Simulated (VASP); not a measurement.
# SnPt2Se3 (P-4m2) in VASP: further runs

The runs below take SnPt2Se3 through relaxation of cell and atoms, single point, with PBE.

All numbers are computed with VASP 6.6.1; they aren't measurements. Logs are shortened: lines on timing, memory, paths and dates and some standing lists are left out, and cuts for length are marked.

### 1 The cell of the first run

Symmetry: P-4m2, No. 115, tetragonal system. Conventional cell: a = 3.880 Å, b = 3.880 Å, c = 8.620 Å, α = 90.00°, β = 90.00°, γ = 90.00°. Sn (site symmetry -4m2) has 4 Se at 2.74 Å and 4 Pt at 2.97 Å within 3.6 Å. Within 3.9 Å of Pt (site symmetry 2mm) lie 7 Se at 2.94 to 3.07 Å and 2 Sn at 2.97 Å and 4 Pt at 3.88 Å. Within 3.9 Å of Se (site symmetry 2mm) lie 5 Pt at 2.94 to 3.07 Å and 10 Se at 3.40 to 3.88 Å and 2 Sn at 3.83 Å. Within 3.6 Å of Se (site symmetry -4m2) lie 4 Sn at 2.74 Å and 4 Pt at 2.97 Å.

The cell was built from a structure type or drawn by symmetry, and may not be a known phase.

### 2 Relaxation of cell and atoms, PBE

INCAR

```
PREC = Accurate ; ENCUT = 600
EDIFF = 1E-7 ; ISMEAR = 0
SIGMA = 0.1 ; LREAL = False
LASPH = True ; NELM = 100
ALGO = Normal ; ISIF = 3
LWAVE = False ; LCHARG = False
GGA = PE ; IBRION = 2
NSW = 90 ; EDIFFG = -0.04
```

KPOINTS

```
Automatic mesh
0
Gamma
  4 4 2
```

POSCAR

```
SnPt2Se3
1.0
    3.8803797300      0.0000000000      0.0000000000
    0.0000000000      3.8803797300      0.0000000000
    0.0000000000      0.0000000000      8.6199133700
Sn Pt Se
1 2 3
Direct
    0.5000000000      0.5000000000      0.0000000000
    0.5000000000      0.0000000000      0.7398749000
    0.0000000000      0.5000000000      0.2601251000
    0.5000000000      0.0000000000      0.3835413500
    0.0000000000      0.5000000000      0.6164586500
    0.0000000000      0.0000000000      0.0000000000
```

Potentials or basis: VASP PAW PBE potentials, release 64 (Sn_d, Pt, Se).

Launch:

```console
> cat potpaw_PBE.64/Sn_d/POTCAR potpaw_PBE.64/Pt/POTCAR potpaw_PBE.64/Se/POTCAR > POTCAR
> mpirun -np 1 vasp_std > vasp.out
```

OUTCAR:

```text
PREC = Accurate
   ENCUT = 600
   EDIFF = 1E-7
   ISMEAR = 0
   LREAL = False
   LASPH = True
   NELM = 100
   ISIF = 3
   GGA = PE
   IBRION = 2
   NSW = 90
   EDIFFG = -0.04

 ion  position               nearest neighbor table
   1  0.500  0.500  0.000-   6 2.74   6 2.74   6 2.74   6 2.74   3 2.97   3 2.97   2 2.97   2 2.97

   2  0.500  0.000  0.740-   5 2.94   5 2.94   5 2.94   5 2.94   1 2.97   6 2.97   6 2.97   1 2.97
                             4 3.07
   3  0.000  0.500  0.260-   4 2.94   4 2.94   4 2.94   4 2.94   6 2.97   1 2.97   6 2.97   1 2.97
                             5 3.07
   4  0.500  0.000  0.384-   3 2.94   3 2.94   3 2.94   3 2.94   2 3.07
   5  0.000  0.500  0.616-   2 2.94   2 2.94   2 2.94   2 2.94   3 3.07
   6  0.000  0.000  0.000-   1 2.74   1 2.74   1 2.74   1 2.74   3 2.97   3 2.97   2 2.97   2 2.97

  LATTYP: Found a simple tetragonal cell.
 ALAT       =     3.8803797300
 C/A-ratio  =     2.2214097511

  Lattice vectors:

 A1 = (   3.8803797300,   0.0000000000,   0.0000000000)
 A2 = (   0.0000000000,   3.8803797300,   0.0000000000)
 A3 = (   0.0000000000,   0.0000000000,   8.6199133700)

Analysis of symmetry for initial positions (statically):
=====================================================================
 Subroutine PRICEL returns:
 Original cell was already a primitive cell.

 Routine SETGRP: Setting up the symmetry group for a
 simple tetragonal supercell.

 Subroutine GETGRP returns: Found  8 space group operations
 (whereof  8 operations were pure point group operations)
 out of a pool of 16 trial point group operations.

The static configuration has the point symmetry D_2d.

Analysis of symmetry for dynamics (positions and initial velocities):
=====================================================================
 Subroutine PRICEL returns:
 Original cell was already a primitive cell.

 Routine SETGRP: Setting up the symmetry group for a
 simple tetragonal supercell.

 Subroutine GETGRP returns: Found  8 space group operations
 (whereof  8 operations were pure point group operations)
 out of a pool of 16 trial point group operations.

The dynamic configuration has the point symmetry D_2d.

 Subroutine INISYM returns: Found  8 space group operations
 (whereof  8 operations are pure point group operations),
 and found     1 'primitive' translations

----------------------------------------------------------------------------------------

                                     Primitive cell

  volume of cell :     129.7930

  direct lattice vectors                    reciprocal lattice vectors
     3.880379730  0.000000000  0.000000000     0.257706737  0.000000000  0.000000000
     0.000000000  3.880379730  0.000000000     0.000000000  0.257706737  0.000000000
     0.000000000  0.000000000  8.619913370     0.000000000  0.000000000  0.116010447

  length of vectors
     3.880379730  3.880379730  8.619913370     0.257706737  0.257706737  0.116010447

  position of ions in fractional coordinates (direct lattice)
     0.500000000  0.500000000  0.000000000
     0.500000000  0.000000000  0.739874900
     0.000000000  0.500000000  0.260125100
     0.500000000  0.000000000  0.383541350
     0.000000000  0.500000000  0.616458650
     0.000000000  0.000000000  0.000000000

  ion indices of the primitive-cell ions
   primitive index   ion index
                 1           1
                 2           2
                 3           3
                 4           4
                 5           5
                 6           6

----------------------------------------------------------------------------------------

 KPOINTS: Automatic mesh

Automatic generation of k-mesh.
 Grid dimensions read from file:
 generate k-points for:    4    4    2

 Generating k-lattice:

  Cartesian coordinates                     Fractional coordinates (reciprocal lattice)
     0.064426684  0.000000000  0.000000000     0.250000000  0.000000000  0.000000000
     0.000000000  0.064426684  0.000000000     0.000000000  0.250000000  0.000000000
     0.000000000  0.000000000  0.058005223     0.000000000  0.000000000  0.500000000

  Length of vectors
     0.064426684  0.064426684  0.058005223

  Shift w.r.t. Gamma in fractional coordinates (k-lattice)
     0.000000000  0.000000000  0.000000000

 Subroutine IBZKPT returns following result:
 ===========================================

 Found     12 irreducible k-points:

 Following reciprocal coordinates:
            Coordinates               Weight
  0.000000  0.000000  0.000000      1.000000
  0.250000  0.000000  0.000000      4.000000
  0.500000  0.000000  0.000000      2.000000
  0.250000  0.250000  0.000000      4.000000
  0.500000  0.250000  0.000000      4.000000
  0.500000  0.500000  0.000000      1.000000
  0.000000  0.000000  0.500000      1.000000
  0.250000  0.000000  0.500000      4.000000
  0.500000  0.000000  0.500000      2.000000
  0.250000  0.250000  0.500000      4.000000
  0.500000  0.250000  0.500000      4.000000
  0.500000  0.500000  0.500000      1.000000
   k-points           NKPTS =     12   k-points in BZ     NKDIM =     12   number of bands    NBANDS=     31
   number of dos      NEDOS =    301   number of ions     NIONS =      6
   total plane-waves  NPLWV =  71680
   dimension x,y,z NGX =    32 NGY =   32 NGZ =   70
   dimension x,y,z NGXF=    64 NGYF=   64 NGZF=  140
   ions per type =               1   2   3
   NGX,Y,Z   is equivalent  to a cutoff of  13.71, 13.71, 13.50 a.u.
   NGXF,Y,Z  is equivalent  to a cutoff of  27.42, 27.42, 27.00 a.u.
 SYSTEM =  unknown system
   PREC   = accura    normal or accurate (medium, high low for compatibility)
   ISTART =      0    job   : 0-new  1-cont  2-samecut
   ICHARG =      2    charge: 1-file 2-atom 10-const
   ISPIN  =      1    spin polarized calculation?
   LNONCOLLINEAR =      F non collinear calculations
   LSORBIT =      F    spin-orbit coupling
   LASPH  =      T    aspherical Exc in radial PAW
   ENCUT  =  600.0 eV  44.10 Ry    6.64 a.u.   7.75  7.75 17.22*2*pi/ulx,y,z
   NELM   =    100;   NELMIN=  2; NELMDL= -5     # of ELM steps
   EDIFF  = 0.1E-06   stopping-criterion for ELM
   LREAL  =      F    real-space projection
   EDIFFG = -.4E-01   stopping-criterion for IOM
   NSW    =     90    number of steps for IOM
   IBRION =      2    ionic relax: 0-MD 1-quasi-New 2-CG
   NFREE  =      1    steps in history (QN), initial steepest desc. (CG)
   ISIF   =      3    stress and relaxation
   ISYM   =      2    0-nonsym 1-usesym 2-fastsym
   POTIM  = 0.5000    time-step for ionic-motion
   TEBEG  =    0.0;   TEEND  =   0.0 temperature during run
   PSTRESS=    0.0 pullay stress
   NELECT =      52.0000    total number of electrons
   NUPDOWN=      -1.0000    fix difference up-down
   EMIN   =  10.00;   EMAX   =-10.00  energy-range for DOS
   EFERMI =   0.00;   METHOD = LEGACY
   ISMEAR =     0;   SIGMA  =   0.10  broadening in eV -4-tet -1-fermi 0-gaus
   EFERMI_NEDOS =   21; number of points for ismear=-14 and -15
   IALGO  =     38    algorithm
   IMIX   =      4    mixing-type and parameters
     AMIX     =   0.40;   BMIX     =  1.00
     AMIX_MAG =   1.60;   BMIX_MAG =  1.00
  volume/ion in A,a.u.               =      21.63       145.98
  Fermi-wavevector in a.u.,A,eV,Ry     =   1.206865  2.280645 19.817213  1.456524
  Thomas-Fermi vector in A             =   2.342520
   LORBIT       =      0    0 simple, 1 ext, 2 COOP (PROOUT), +10 PAW based schemes
   GGA     = PE    functional components
   LHFCALC =     F    Hartree Fock is set to
   AEXX    =    0.0000 exact exchange contribution
   IVDW    =     0    specifies the selected vdW correction
   LEPSILON=     F    determine dielectric tensor
   LRPA    =     F    only Hartree local field effects (RPA)
 conjugate gradient relaxation of ions
 non-spin polarized calculation
 Gauss-broadening in eV      SIGMA  =   0.10
  energy-cutoff  :      600.00
  volume of cell :      129.79
 maximum number of plane-waves:      4354
 NGX is ok and might be reduce to    32
   NGX = 15   NGY = 15   NGZ = 35

--------------------------------------- Ionic step        1  -------------------------------------------

 number of electron      52.0000000 magnetization

 Free energy of the ion-electron system (eV)
  ---------------------------------------------------
  ext. energy  EPLUGINS =         0.00000000
  ---------------------------------------------------
  free energy    TOTEN  =       -24.51002698 eV

  energy without entropy =      -24.49174825  energy(sigma->0) =      -24.50088761

------------------------ aborting loop because EDIFF is reached ----------------------------------------

  FORCE on cell =-STRESS in cart. coord.  units (eV):
  Direction    XX          YY          ZZ          XY          YZ          ZX
  --------------------------------------------------------------------------------------
  -------------------------------------------------------------------------------------
  Total       -0.7369840     -0.7369840     -7.0329237      0.0000000      0.0000000      0.0000000
  in kB       -9.0973994     -9.0973994    -86.8150720      0.0000000      0.0000000      0.0000000
  external PRESSURE =     -35.0032903 kB  Pullay stress =       0.0000000 kB
[... 101 lines left out ...]
  FREE ENERGIE OF THE ION-ELECTRON SYSTEM (eV)
  ---------------------------------------------------
  free  energy   TOTEN  =       -25.2240188154 eV

  energy  without entropy=      -25.1923906677  energy(sigma->0) =      -25.20820474

[... ionic steps 4 to 12 ...]

--------------------------------------- Ionic step       13  -------------------------------------------

 number of electron      52.0000003 magnetization

------------------------ aborting loop because EDIFF is reached ----------------------------------------

  FORCE on cell =-STRESS in cart. coord.  units (eV):
  Direction    XX          YY          ZZ          XY          YZ          ZX
  --------------------------------------------------------------------------------------
  -------------------------------------------------------------------------------------
  Total       -0.0458676     -0.0458676      0.2434932      0.0000000     -0.0000000      0.0000000
  in kB       -0.5982768     -0.5982768      3.1760181      0.0000000     -0.0000000      0.0000000
  external PRESSURE =       0.6598215 kB  Pullay stress =       0.0000000 kB
[... 65 lines left out ...]
  energy  without entropy=      -25.9229316531  energy(sigma->0) =      -25.93842087

--------------------------------------- Ionic step       15  -------------------------------------------

 number of electron      52.0000004 magnetization

 Free energy of the ion-electron system (eV)
  ---------------------------------------------------
  ext. energy  EPLUGINS =         0.00000000
  ---------------------------------------------------
  free energy    TOTEN  =       -25.95446531 eV

  energy without entropy =      -25.92317341  energy(sigma->0) =      -25.93881936

 E-fermi :   7.3724     XC(G=0): -11.0237

 val. band max:        7.3598885588   @ k =   0.2500   0.0000   0.0000
 cond. band min:       7.3841650900   @ k =   0.2500   0.0000   0.5000
 fundamental gap:      0.0242765311
 Fermi energy:         7.3724069370

 k-point     1 :       0.0000    0.0000    0.0000
  band No.  band energies     occupation
      1     -14.4897      2.00000
      2     -14.4780      2.00000
      3     -14.4495      2.00000
      4     -14.4370      2.00000
      5     -14.4370      2.00000
      6      -7.7668      2.00000
[... 430 lines left out ...]
  FREE ENERGIE OF THE ION-ELECTRON SYSTEM (eV)
  ---------------------------------------------------
  free  energy   TOTEN  =       -25.9544653118 eV

  energy  without entropy=      -25.9231734056  energy(sigma->0) =      -25.93881936

 reached required accuracy - stopping structural energy minimisation
```

Run time: 10 min. Hardware: 1 thread of Intel Xeon Platinum 8488C (Sapphire Rapids), shared host; peak memory 0.3 GiB.

What came out:

```
Free energy                           : -25.9545 eV
Relaxed volume                        : 20.53 Å³/atom
Relaxed cell                          : a = 4.072 Å, b = 4.072 Å, c = 7.430 Å, α = 90.00°, β = 90.00°, γ = 90.00°
Space group after relaxing (to 0.1 Å) : P-4m2 (No. 115)
Energy gained by relaxing             : 240.7 meV/atom
Ionic steps                           : 15
Pressure after relaxing               : -0.2 GPa
Largest force after relaxing          : 0.035 eV/Å
Band gap on the k mesh                : zero (bands 26 and 27 overlap by 1.72 eV)
```

Forces in eV/Å, atoms in the order of the input:
```
Sn   0.000  0.000  0.000
Pt   0.000  0.000 -0.027
Pt   0.000  0.000  0.027
Se   0.000  0.000  0.035
Se   0.000  0.000 -0.035
Se   0.000  0.000  0.000
```

The path:
```
step  energy change (eV)  largest force (eV/Å)  pressure (GPa)  volume (Å³)
   1              0.0000                1.4821           -3.50       129.79
   2             -0.5427                1.7970            1.68       121.01
   3             -0.7140                1.7308            7.79       114.27
   4             -0.9777                1.3601            6.93       114.52
   5             -1.2256                0.6723            8.24       114.86
   6             -1.2728                0.2107            7.05       114.82
   7             -1.2752                0.0539            7.27       114.84
   8             -1.4103                0.2097            2.42       119.41
   9             -1.4293                0.3196           -0.08       122.27
  10             -1.4295                0.3114            0.08       122.07
  11             -1.4369                0.2327            0.06       122.31
  12             -1.4435                0.0321            0.06       122.87
  13             -1.4436                0.0467            0.07       122.83
  14             -1.4439                0.0438            0.00       122.92
  15             -1.4444                0.0350           -0.20       123.18
```

Final structure:
```xyz
6
Lattice="4.0719 0.0000 0.0000 0.0000 4.0719 0.0000 0.0000 0.0000 7.4296" Properties=species:S:1:pos:R:3 pbc="T T T"
Sn    2.0359    2.0359    0.0000
Pt    2.0359    0.0000    5.2261
Pt    0.0000    2.0359    2.2035
Se    2.0359    0.0000    2.7915
Se    4.0719    2.0359    4.6380
Se    0.0000    0.0000    0.0000
```

Caveat: the k points lie up to 0.42 Å⁻¹ apart in the final cell, too coarse for converged energies and pressures of a metal; spin-orbit coupling is left out, which moves the levels of the heavy elements.

### 3 Single point, PBE

This run uses another cell than the first one, of 20.52 Å³/atom.

INCAR

```
SYSTEM = SnPt2Se3
PREC = Accurate
ENCUT = 520
EDIFF = 1E-6
ISMEAR = 0
SIGMA = 0.1
LREAL = .FALSE.
LASPH = .TRUE.
NELM = 80
ALGO = Normal
ISIF = 2
LWAVE = .FALSE.
LCHARG = .TRUE.
GGA = PE
LELF = .TRUE.
LVHAR = .TRUE.
NBANDS = 35
```

KPOINTS

```
regular mesh
0
G
  10 10 6
  0 0 0
```

POSCAR

```
SnPt2Se3
1.0
    3.9983812000      0.0000000000      0.0000000000
    0.0000000000      3.9983812000      0.0000000000
    0.0000000000      0.0000000000      7.7028150297
Sn Pt Se
1 2 3
Direct
    0.5000000000      0.5000000000      0.0000000000
    0.5000000000      0.0000000000      0.6869679144
    0.0000000000      0.5000000000      0.3130320856
    0.5000000000      0.0000000000      0.3685444466
    0.0000000000      0.5000000000      0.6314555534
    0.0000000000      0.0000000000      0.0000000000
```

Potentials or basis: VASP PAW PBE potentials, release 64 (Sn_d, Pt, Se).

Launch:

```console
> cat potpaw_PBE.64/Sn_d/POTCAR potpaw_PBE.64/Pt/POTCAR potpaw_PBE.64/Se/POTCAR > POTCAR
> mpirun -np 1 vasp_std > vasp.out
```

Wall time 4.7 min (1 thread of Intel Xeon Platinum 8488C (Sapphire Rapids), shared host); peak memory 0.47 GiB.

Results (log left out):

```yaml
Free_energy: -25.9527 eV
Pressure: 0.0 GPa
Largest_force: 0.014 eV/Å
Band_gap_on_the_k_mesh: zero (bands 26 and 27 overlap by 2.24 eV)
```

Forces on the atoms (eV/Å):
```
Sn   0.000  0.000  0.000
Pt   0.000  0.000  0.011
Pt   0.000  0.000 -0.011
Se   0.000  0.000 -0.014
Se   0.000  0.000  0.014
Se   0.000  0.000  0.000
```

Stress tensor (GPa, compression positive):
```
-0.07  0.00  0.00
 0.00 -0.07  0.00
 0.00  0.00  0.02
```

Levels at points of the mesh, in eV from the Fermi level:
```tsv
k point	band 22	band 23	band 24	band 25	band 26	band 27	band 28	band 29	band 30	band 31
(0.00, 0.00, 0.00)	-1.84	-1.33	-1.33	-1.17	-1.11	-0.79	-0.79	1.16	1.45	2.83
(0.50, 0.00, 0.00)	-1.95	-1.50	-0.78	-0.07	0.54	0.95	1.07	1.27	1.97	2.13
(0.50, 0.50, 0.00)	-1.90	-1.83	-1.83	-1.49	-1.49	-1.20	-0.12	2.06	2.06	2.65
(0.00, 0.00, 0.50)	-1.84	-1.68	-1.68	-1.59	-1.18	-1.18	-1.11	1.49	2.13	3.67
(0.50, 0.00, 0.50)	-1.78	-1.36	-0.72	0.43	0.73	1.00	1.22	1.36	1.62	2.60
(0.50, 0.50, 0.50)	-1.90	-1.85	-1.85	-1.78	-1.40	-1.40	0.37	0.37	0.41	3.19
```

Caveat: spin-orbit coupling is left out, which moves the levels of the heavy elements.

(Continued in part 2 of 2.)
